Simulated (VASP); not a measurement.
The system is Zn.

```
Zn
1.0
     3.94000    0.00000    0.00000
     0.00000    3.94000    0.00000
     0.00000    0.00000    3.94000
Zn
4
Direct
  0.00000 0.00000 0.00000
  0.00000 0.50000 0.50000
  0.50000 0.00000 0.50000
  0.50000 0.50000 0.00000
```

This isn't the form of Zn at room conditions, which is hcp.

- Program: VASP 6.6.1
- Task: relaxation of cell and atoms
- Functional: LDA
- Potentials or basis: VASP PAW LDA potentials, release 64 (Zn)
- Cutoff: 600 eV
- k mesh: 6 × 6 × 6
- Occupations: gaussian, width 0.1 eV
- Spin: no spin polarisation

At the start: pressure -8.5 GPa; volume 15.29 Å³/atom.

Task: Where does the relaxation end?

Result: Over 3 steps the energy falls by 52.9 meV/atom and the volume is 13.52 Å³/atom (-11.6 %); space group Fm-3m (No. 225, to 0.1 Å) before and after.

The path:
```
step  energy change (eV)  largest force (eV/Å)  pressure (GPa)  volume (Å³)
   1              0.0000                0.0000           -8.45        61.16
   2             -0.2112                0.0000           -0.37        54.30
   3             -0.2114                0.0000            0.03        54.09
```

Final structure:
```
CELL_PARAMETERS angstrom
3.78179 0.00000 0.00000
0.00000 3.78179 0.00000
0.00000 0.00000 3.78179
ATOMIC_POSITIONS crystal
Zn 0.00000 0.00000 0.00000
Zn 0.00000 0.50000 0.50000
Zn 0.50000 0.00000 0.50000
Zn 0.50000 0.50000 0.00000
```

Caveat: the highest band is partly filled, so the run has too few bands.
